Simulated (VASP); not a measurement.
The system is NaWN2.

```
Na W N
1.0
     4.05900    0.00000    0.00000
     0.00000    4.05900    0.00000
     0.00000    0.00000    3.12642
Na W N
1 1 2
Direct
  0.50000 0.50000 0.50000
  0.00000 0.00000 0.00000
  0.50000 0.00000 0.00000
  0.00000 0.50000 0.00000
```

```yaml
Program: VASP 6.6.1
Task: relaxation of cell and atoms
Functional: PBE
Potentials_or_basis: VASP PAW PBE potentials, release 64 (Na_pv, W_sv, N)
Cutoff: 600 eV
k_mesh: 4 × 4 × 6
Occupations: gaussian, width 0.1 eV
Spin: no spin polarisation
```

At the start: pressure -10.1 GPa; volume 12.88 Å³/atom.

How do energy, volume and symmetry change on relaxing?

Over 7 steps the energy falls by 33.5 meV/atom and the volume is 12.51 Å³/atom (-2.8 %); space group P4/mmm (No. 123, to 0.05 Å).

The path:
| step | energy change (eV) | largest force (eV/Å) | pressure (GPa) | volume (Å³) |
| --- | --- | --- | --- | --- |
| 1 | 0.0000 | 0.0000 | -10.10 | 51.51 |
| 2 | 0.2703 | 0.0000 | 26.17 | 45.62 |
| 3 | -0.1270 | 0.0000 | 0.47 | 49.29 |
| 4 | -0.1271 | 0.0000 | 0.89 | 49.22 |
| 5 | -0.1271 | 0.0000 | 1.15 | 49.17 |
| 6 | -0.1322 | 0.0000 | 0.72 | 49.57 |
| 7 | -0.1339 | 0.0000 | 0.25 | 50.05 |

Final structure:
```yaml
crystal:
  lattice:
    - [3.95870, 0.00000, 0.00000]
    - [0.00000, 3.95870, 0.00000]
    - [0.00000, 0.00000, 3.19382]
  atoms:
    - { symbol: Na, position: [0.50000, 0.50000, 0.50000] }
    - { symbol: W, position: [0.00000, 0.00000, 0.00000] }
    - { symbol: N, position: [0.50000, 0.00000, 0.00000] }
    - { symbol: N, position: [0.00000, 0.50000, 0.00000] }
```

Caveat: the k points lie up to 0.40 Å⁻¹ apart in the final cell.
